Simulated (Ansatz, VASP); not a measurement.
This is a calculation of HgTe for Ansatz 0.2.0.

Contents of input.yaml:

```yaml
crystal:
  lattice:
    - [-3.0251620955, 3.0251620955, 1.5489438457]
    - [3.0251620955, -3.0251620955, 1.5489438457]
    - [3.0251620955, 3.0251620955, -1.5489438457]
  atoms:
    - { symbol: Hg, position: [0.75, 0.25, 0.5] }
    - { symbol: Te, position: [0.0, 0.0, 0.0] }
kpoints:
  mp_grid: { grid: [10, 10, 10] }
scf:
  occupations: { method: fermi_dirac, width: 0.05 }
hamiltonian:
  xc: pbe
  pseudopotentials: { kind: all_electron, lapw: { basis_error: 0.0005 } }
output:
  forces: true
  stress: true
  eigenvalues: true
```

Potentials or basis: all-electron LAPW, scalar-relativistic.

The run is started by

```sh
$ ansatz run input.yaml --threads 1 --pin off --max-ram 3072MiB --backend cpu --events-out ev --progress --plain --runs-dir out
```

Task: Set up the same calculation for VASP 6.6.1. Potentials there: VASP PAW PBE potentials, release 64 (Hg, Te).

Result: As run (the cutoff follows the program's own potentials):

INCAR

```
SYSTEM = HgTe
ALGO = Normal ; EDIFF = 1E-6
ENCUT = 520 ; GGA = PE
ISIF = 2 ; ISMEAR = -1
LASPH = .True. ; LCHARG = .True.
LELF = .True. ; LREAL = .False.
LVHAR = .True. ; LWAVE = .False.
NBANDS = 16 ; NELM = 80
PREC = Accurate ; SIGMA = 0.05
```

Contents of KPOINTS:

```
k-points
0
Gamma
  10 10 10
  0 0 0
```

File POSCAR:

```
HgTe
1.0
   -3.0251620955      3.0251620955      1.5489438457
    3.0251620955     -3.0251620955      1.5489438457
    3.0251620955      3.0251620955     -1.5489438457
Hg Te
1 1
Direct
    0.7500000000      0.2500000000      0.5000000000
    0.0000000000      0.0000000000      0.0000000000
```

Potentials or basis: VASP PAW PBE potentials, release 64 (Hg, Te).

The run is started by

```bash
$ cat potpaw_PBE.64/Hg/POTCAR potpaw_PBE.64/Te/POTCAR > POTCAR
$ mpirun -np 1 vasp_std > vasp.out
```

Both were run:

|  | VASP | Ansatz | Ansatz less VASP |
| --- | --- | --- | --- |
| gap on the k mesh at the Fermi level (eV) | none | none | - |
| pressure (GPa) | 0.9 | 0.9 | -0.08 |
| traceless stress, the component that is largest in VASP (GPa) | 3.26 | 3.26 | +0.001 |

A gap of «none» marks a metal or a gap that the smearing closes. Ansatz ran all-electron here, and VASP with PAW potentials.

Spin-orbit coupling is off throughout.
